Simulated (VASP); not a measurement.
# Au (P6/mmm) in VASP: further runs

Runs on Au. Level: revPBE. Tasks: single point.

Program: VASP 6.6.1. These are calculated values, not measurements. Logs are shortened: lines on timing, memory, paths and dates and some standing lists are left out, and cuts for length are marked.

## (1) The cell of the first run

It takes space group P6/mmm (No. 191, hexagonal). The conventional cell has a = 4.573 Å, b = 4.573 Å, c = 2.733 Å, α = 90.00°, β = 90.00°, γ = 120.00°. Au (site symmetry 6/mmm) has 14 Au at 2.73 to 2.97 Å within 3.6 Å. Au (site symmetry -6m2) has 11 Au at 2.64 to 2.97 Å within 3.5 Å.

## (2) Single point, revPBE (volume scaled by 0.88)

The input, INCAR:

```
SYSTEM = Au
PREC = Accurate ; ENCUT = 520
EDIFF = 1E-6 ; ISMEAR = -1
SIGMA = 0.1 ; LREAL = .False.
LASPH = .True. ; NELM = 80
ALGO = Normal ; ISIF = 2
LWAVE = .False. ; LCHARG = .True.
GGA = RE ; LELF = .True.
LVHAR = .True. ; NBANDS = 24
```

The input, KPOINTS:

```
regular mesh
0
Gamma
  9 9 12
  0 0 0
```

The input, POSCAR:

```
Au
1.0
    4.5730881666      0.0000000000      0.0000000000
   -2.2865440833      3.9604105260      0.0000000000
    0.0000000000      0.0000000000      2.7333750892
Au
3
Direct
    1.0000000000      0.0000000000      0.0000000000
    0.3333333333      0.6666666667      0.5000000000
    0.6666666667      0.3333333333      0.5000000000
```

Potentials or basis: VASP PAW PBE potentials, release 64 (Au).

Run with:

```console
$ cat potpaw_PBE.64/Au/POTCAR > POTCAR
$ mpirun -np 1 vasp_std > vasp.out
```

OUTCAR:

```text
SYSTEM = Au
   PREC = Accurate
   ENCUT = 520
   EDIFF = 1E-6
   ISMEAR = -1
   LREAL = .False.
   LASPH = .True.
   NELM = 80
   ISIF = 2
   GGA = RE

 ion  position               nearest neighbor table
   1  0.000  0.000  0.000-   2 2.97   3 2.97   2 2.97   3 2.97   2 2.97   2 2.97   3 2.97   3 2.97
                             3 2.97   3 2.97   2 2.97   2 2.97
   2  0.333  0.667  0.500-   3 2.64   3 2.64   3 2.64   1 2.97   1 2.97   1 2.97   1 2.97   1 2.97
                             1 2.97
   3  0.667  0.333  0.500-   2 2.64   2 2.64   2 2.64   1 2.97   1 2.97   1 2.97   1 2.97   1 2.97
                             1 2.97

  LATTYP: Found a hexagonal cell.
 ALAT       =     4.5730881666
 C/A-ratio  =     0.5977088107

  Lattice vectors:

 A1 = (   4.5730881666,   0.0000000000,   0.0000000000)
 A2 = (  -2.2865440833,   3.9604105260,   0.0000000000)
 A3 = (   0.0000000000,   0.0000000000,   2.7333750892)

Analysis of symmetry for initial positions (statically):
=====================================================================
 Subroutine PRICEL returns:
 Original cell was already a primitive cell.

 Routine SETGRP: Setting up the symmetry group for a
 hexagonal supercell.

 Subroutine GETGRP returns: Found 24 space group operations
 (whereof 24 operations were pure point group operations)
 out of a pool of 24 trial point group operations.

The static configuration has the point symmetry D_6h.

Analysis of symmetry for dynamics (positions and initial velocities):
=====================================================================
 Subroutine PRICEL returns:
 Original cell was already a primitive cell.

 Routine SETGRP: Setting up the symmetry group for a
 hexagonal supercell.

 Subroutine GETGRP returns: Found 24 space group operations
 (whereof 24 operations were pure point group operations)
 out of a pool of 24 trial point group operations.

The dynamic configuration has the point symmetry D_6h.

 Subroutine INISYM returns: Found 24 space group operations
 (whereof 24 operations are pure point group operations),
 and found     1 'primitive' translations

----------------------------------------------------------------------------------------

                                     Primitive cell

  volume of cell :      49.5050

  direct lattice vectors                    reciprocal lattice vectors
     4.573088167  0.000000000  0.000000000     0.218670615  0.126249538  0.000000000
    -2.286544083  3.960410526  0.000000000     0.000000000  0.252499076  0.000000000
     0.000000000  0.000000000  2.733375089     0.000000000  0.000000000  0.365848070

  length of vectors
     4.573088167  4.573088167  2.733375089     0.252499076  0.252499076  0.365848070

  position of ions in fractional coordinates (direct lattice)
     0.000000000  0.000000000  0.000000000
     0.333333333  0.666666667  0.500000000
     0.666666667  0.333333333  0.500000000

  ion indices of the primitive-cell ions
   primitive index   ion index
                 1           1
                 2           2
                 3           3

----------------------------------------------------------------------------------------

 KPOINTS: regular mesh

Automatic generation of k-mesh.
 Grid dimensions read from file:
 generate k-points for:    9    9   12

 Generating k-lattice:

  Cartesian coordinates                     Fractional coordinates (reciprocal lattice)
     0.024296735  0.014027726  0.000000000     0.111111111 -0.000000000  0.000000000
     0.000000000  0.028055453  0.000000000     0.000000000  0.111111111  0.000000000
     0.000000000  0.000000000  0.030487339     0.000000000  0.000000000  0.083333333

  Length of vectors
     0.028055453  0.028055453  0.030487339

  Shift w.r.t. Gamma in fractional coordinates (k-lattice)
     0.000000000  0.000000000  0.000000000

 Subroutine IBZKPT returns following result:
 ===========================================

 Found     84 irreducible k-points:

 Following reciprocal coordinates:
            Coordinates               Weight
  0.000000  0.000000  0.000000      1.000000
  0.111111  0.000000  0.000000      6.000000
  0.222222  0.000000  0.000000      6.000000
  0.333333  0.000000  0.000000      6.000000
  0.444444  0.000000  0.000000      6.000000
  0.111111  0.111111  0.000000      6.000000
[... 16 lines left out ...]
  0.333333  0.222222  0.083333     24.000000
  0.333333  0.333333  0.083333      4.000000
 [... further k-points ...]
   k-points           NKPTS =     84   k-points in BZ     NKDIM =     84   number of bands    NBANDS=     24
   number of dos      NEDOS =    301   number of ions     NIONS =      3
   total plane-waves  NPLWV =  25920
   dimension x,y,z NGX =    36 NGY =   36 NGZ =   20
   dimension x,y,z NGXF=    72 NGYF=   72 NGZF=   40
   ions per type =               3
   NGX,Y,Z   is equivalent  to a cutoff of  13.09, 13.09, 12.16 a.u.
   NGXF,Y,Z  is equivalent  to a cutoff of  26.17, 26.17, 24.33 a.u.
 SYSTEM =  Au
   PREC   = accura    normal or accurate (medium, high low for compatibility)
   ISTART =      0    job   : 0-new  1-cont  2-samecut
   ICHARG =      2    charge: 1-file 2-atom 10-const
   ISPIN  =      1    spin polarized calculation?
   LNONCOLLINEAR =      F non collinear calculations
   LSORBIT =      F    spin-orbit coupling
   LASPH  =      T    aspherical Exc in radial PAW
   ENCUT  =  520.0 eV  38.22 Ry    6.18 a.u.   8.50  8.50  5.08*2*pi/ulx,y,z
   NELM   =     80;   NELMIN=  2; NELMDL= -5     # of ELM steps
   EDIFF  = 0.1E-05   stopping-criterion for ELM
   LREAL  =      F    real-space projection
   EDIFFG = 0.1E-04   stopping-criterion for IOM
   NSW    =      0    number of steps for IOM
   IBRION =     -1    ionic relax: 0-MD 1-quasi-New 2-CG
   NFREE  =      0    steps in history (QN), initial steepest desc. (CG)
   ISIF   =      2    stress and relaxation
   ISYM   =      2    0-nonsym 1-usesym 2-fastsym
   POTIM  = 0.5000    time-step for ionic-motion
   TEBEG  =    0.0;   TEEND  =   0.0 temperature during run
   PSTRESS=    0.0 pullay stress
   NELECT =      33.0000    total number of electrons
   NUPDOWN=      -1.0000    fix difference up-down
   EMIN   =  10.00;   EMAX   =-10.00  energy-range for DOS
   EFERMI =   0.00;   METHOD = LEGACY
   ISMEAR =    -1;   SIGMA  =   0.10  broadening in eV -4-tet -1-fermi 0-gaus
   EFERMI_NEDOS =   21; number of points for ismear=-14 and -15
   IALGO  =     38    algorithm
   IMIX   =      4    mixing-type and parameters
     AMIX     =   0.40;   BMIX     =  1.00
     AMIX_MAG =   1.60;   BMIX_MAG =  1.00
  volume/ion in A,a.u.               =      16.50       111.36
  Fermi-wavevector in a.u.,A,eV,Ry     =   1.430089  2.702477 27.826026  2.045155
  Thomas-Fermi vector in A             =   2.549972
   LORBIT       =      0    0 simple, 1 ext, 2 COOP (PROOUT), +10 PAW based schemes
   GGA     = RE    functional components
   LHFCALC =     F    Hartree Fock is set to
   AEXX    =    0.0000 exact exchange contribution
   IVDW    =     0    specifies the selected vdW correction
   LEPSILON=     F    determine dielectric tensor
   LRPA    =     F    only Hartree local field effects (RPA)
 non-spin polarized calculation
  energy-cutoff  :      520.00
  volume of cell :       49.50
 maximum number of plane-waves:      1366
 NGX is ok and might be reduce to    36
   NGX = 17   NGY = 17   NGZ = 11

 number of electron      32.9999999 magnetization

 Free energy of the ion-electron system (eV)
  ---------------------------------------------------
  ext. energy  EPLUGINS =         0.00000000
  ---------------------------------------------------
  free energy    TOTEN  =        -7.65987039 eV

  energy without entropy =       -7.63332757  energy(sigma->0) =       -7.64659898

 E-fermi :  10.1336     XC(G=0): -12.8416

 val. band max:       10.1196915364   @ k =   0.3333   0.3333   0.3333
 cond. band min:      10.2250367972   @ k =   0.1111   0.0000   0.5000
 fundamental gap:      0.1053452608
 Fermi energy:        10.1336290568

 k-point     1 :       0.0000    0.0000    0.0000
  band No.  band energies     occupation
      1      -0.0818      2.00000
      2       2.8353      2.00000
      3       4.1986      2.00000
      4       4.6905      2.00000
      5       4.7865      2.00000
      6       4.7865      2.00000
[... 16 lines left out ...]
     23      21.8794      0.00000
     24      26.2308      0.00000

 k-point     2 :       0.1111    0.0000    0.0000
  band No.  band energies     occupation
      1       0.0731      2.00000
      2       2.8718      2.00000
      3       4.0108      2.00000
      4       4.2920      2.00000
      5       4.4660      2.00000
      6       4.6932      2.00000
[... 16 lines left out ...]
     23      22.1769      0.00000
     24      26.1690      0.00000

 k-point     3 :       0.2222    0.0000    0.0000
  band No.  band energies     occupation
      1       0.5215      2.00000
      2       2.9261      2.00000
      3       3.5088      2.00000
      4       3.9745      2.00000
      5       4.2514      2.00000
      6       4.5885      2.00000
[... 16 lines left out ...]
     23      23.0184      0.00000
     24      25.5631      0.00000

 k-point     4 :       0.3333    0.0000    0.0000
  band No.  band energies     occupation
      1       1.2079      2.00000
      2       2.7408      2.00000
      3       3.2602      2.00000
      4       3.7381      2.00000
      5       4.1738      2.00000
      6       4.3888      2.00000
[... 16 lines left out ...]
     23      24.2857      0.00000
     24      24.7976      0.00000

 k-point     5 :       0.4444    0.0000    0.0000
  band No.  band energies     occupation
      1       2.0039      2.00000
      2       2.5146      2.00000
      3       2.8407      2.00000
      4       3.8266      2.00000
      5       4.1114      2.00000
      6       4.1761      2.00000
[... 451 lines left out ...]
 k-point    22 :       0.2222    0.2222    0.0833
  band No.  band energies     occupation
      1       1.6976      2.00000
      2       2.8072      2.00000
      3       3.1335      2.00000
      4       3.7512      2.00000
      5       4.2607      2.00000
      6       4.6311      2.00000
[... 16 lines left out ...]
     23      23.4366      0.00000
     24      23.6391      0.00000

 k-point    23 :       0.3333    0.2222    0.0833
  band No.  band energies     occupation
      1       2.2315      2.00000
      2       2.6464      2.00000
      3       2.8794      2.00000
      4       3.9831      2.00000
      5       4.1670      2.00000
      6       4.4805      2.00000
[... 16 lines left out ...]
     23      23.9302      0.00000
     24      24.5986      0.00000

 k-point    24 :       0.3333    0.3333    0.0833
  band No.  band energies     occupation
      1       2.2961      2.00000
      2       2.7489      2.00000
      3       2.7489      2.00000
      4       4.1165      2.00000
      5       4.1165      2.00000
      6       4.4404      2.00000
[... 16 lines left out ...]
     23      24.4232      0.00000
     24      25.0786      0.00000

 [... further k-points ...]
[... 5 lines left out ...]
  --------------------------------------------------------------------------------------
  -------------------------------------------------------------------------------------
  Total        6.9957491      6.9957491      6.1915741      0.0000000     -0.0000000      0.0000000
  in kB      226.4100991    226.4100991    200.3838154      0.0000000     -0.0000000      0.0000000
  external PRESSURE =     217.7346712 kB  Pullay stress =       0.0000000 kB

 VOLUME and BASIS-vectors are now :
 -----------------------------------------------------------------------------
  energy-cutoff  :      520.00
  volume of cell :       49.50
      direct lattice vectors                 reciprocal lattice vectors
     4.573088167  0.000000000  0.000000000     0.218670615  0.126249538  0.000000000
    -2.286544083  3.960410526  0.000000000     0.000000000  0.252499076  0.000000000
     0.000000000  0.000000000  2.733375089     0.000000000  0.000000000  0.365848070

 POSITION                                       TOTAL-FORCE (eV/Angst)
 -----------------------------------------------------------------------------------
      0.00000      0.00000      0.00000         0.000000      0.000000     -0.000000
     -0.00000      2.64027      1.36669        -0.000000     -0.000000      0.000000
      2.28654      1.32014      1.36669         0.000000      0.000000     -0.000000
 -----------------------------------------------------------------------------------
    total drift:                                0.000000      0.000000     -0.000000

  FREE ENERGIE OF THE ION-ELECTRON SYSTEM (eV)
  ---------------------------------------------------
  free  energy   TOTEN  =        -7.6598703904 eV

  energy  without entropy=       -7.6333275722  energy(sigma->0) =       -7.64659898
```

Run time: 29 s. Hardware: 1 thread of Intel Xeon 6975P-C (Granite Rapids), shared host; peak memory 0.21 GiB.

What came out:

```
Free energy : -7.6599 eV
Pressure    : 21.8 GPa
```

Caveat: the PAW data sets were made with another functional, which shifts forces and pressure a little; spin-orbit coupling is left out, which moves the levels of the heavy elements.

## (3) Single point, revPBE (volume scaled by 0.92)

The input, INCAR:

```
ALGO     = Normal         # electronic algorithm
EDIFF    = 1E-6           # SCF threshold, eV
ENCUT    = 520            # plane-wave cutoff, eV
GGA      = RE             # functional
ISIF     = 2              # what is computed and relaxed
ISMEAR   = -1             # smearing method
LASPH    = T              # aspherical terms in the spheres
LCHARG   = T              # write CHGCAR
LELF     = T              # ELF
LREAL    = F              # projectors in reciprocal space
LVHAR    = T            
LWAVE    = F              # write WAVECAR
NBANDS   = 24             # bands
NELM     = 80             # most SCF steps
PREC     = Accurate       # precision mode
SIGMA    = 0.1            # smearing width, eV
```

The input, KPOINTS:

```
k-points
0
Gamma
  9 9 12
```

The input, POSCAR:

```
Au
1.0
    4.6413532782      0.0000000000      0.0000000000
   -2.3206766391      4.0195298468      0.0000000000
    0.0000000000      0.0000000000      2.7741777478
Au
3
Direct
    1.0000000000      0.0000000000      0.0000000000
    0.3333333333      0.6666666667      0.5000000000
    0.6666666667      0.3333333333      0.5000000000
```

Potentials or basis: VASP PAW PBE potentials, release 64 (Au).

Run with:

```console
$ cat potpaw_PBE.64/Au/POTCAR > POTCAR
$ mpirun -np 1 vasp_std > vasp.out
```

Wall time 31 s (1 thread of Intel Xeon 6975P-C (Granite Rapids), shared host); peak memory 0.23 GiB.

Results (log left out):

- Free energy: -7.8981 eV
- Pressure: 12.3 GPa

Stress tensor (GPa, compression positive):
```
13.08  0.00  0.00
 0.00 13.08  0.00
 0.00  0.00 10.75
```

Levels at points of the mesh, in eV from the Fermi level:
```csv
k point,band 14,band 15,band 16,band 17,band 18,band 19
"(0.00, 0.00, 0.00)",-3.46,-1.87,-1.87,2.93,3.80,5.28
"(0.00, 0.00, 0.50)",-2.18,-1.18,0.07,0.52,6.52,6.82
```

Caveat: the PAW data sets were made with another functional, which shifts forces and pressure a little; spin-orbit coupling is left out, which moves the levels of the heavy elements.

[end of part 1 of 2]
